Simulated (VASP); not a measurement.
Runs of VASP 6.6.1 on ReS3. The structure is that of space group Im-3m (No. 229), or close to it. The cells are those of the table. The cell was built from a structure type or drawn by symmetry, and may not be a known phase.

```tsv
task	spin	cell	k mesh	cutoff (eV)	gap on the mesh (eV)	pressure (GPa)	moment (μB)	relaxed volume (Å³/atom)
relaxation of cell and atoms	collinear	relaxed from a = 4.824 Å, angles 109.5°, 4 atoms	4 × 4 × 4	600	none	-0.2	0.00	14.93
single point	off	a = 4.263 Å, angles 109.5°, 4 atoms	14 × 14 × 14	520	none	0.3	-	-
single point	off	a = 4.263 Å, angles 109.5°, 4 atoms	6 × 6 × 6	520	none	0.3	-	-
single point	collinear	a = 4.257 Å, angles 109.5°, 4 atoms	4 × 4 × 4	520	none	0.6	0.00	-
relaxation of cell and atoms	off	relaxed from a = 4.263 Å, angles 109.5°, 4 atoms	14 × 14 × 14	600	none	0.0	-	14.94
relaxation of cell and atoms	off	relaxed from a = 4.257 Å, angles 109.5°, 4 atoms	6 × 6 × 6	600	none	0.0	-	14.95
single point	collinear	a = 4.824 Å, angles 109.5°, 4 atoms	4 × 4 × 4	520	none	(b)	(a)	-
```

Alike in all rows: level PBE; potentials or basis VASP PAW PBE potentials, release 64 (Re, S); smearing gaussian 0.1 eV.

Task: Estimate the missing entries.

Result: (a) 1.69; (b) -19.2.

Caveats: some runs use coarse meshes; spin-orbit coupling is left out, which moves the levels of the heavy elements; the volume moved by over 15 % at a fixed basis, so the end points are rough (at least some runs).

A k mesh can miss the band edges, and the runs leave out spin-orbit coupling on Re.

A gap of «none» marks levels without a gap at the run's occupations.
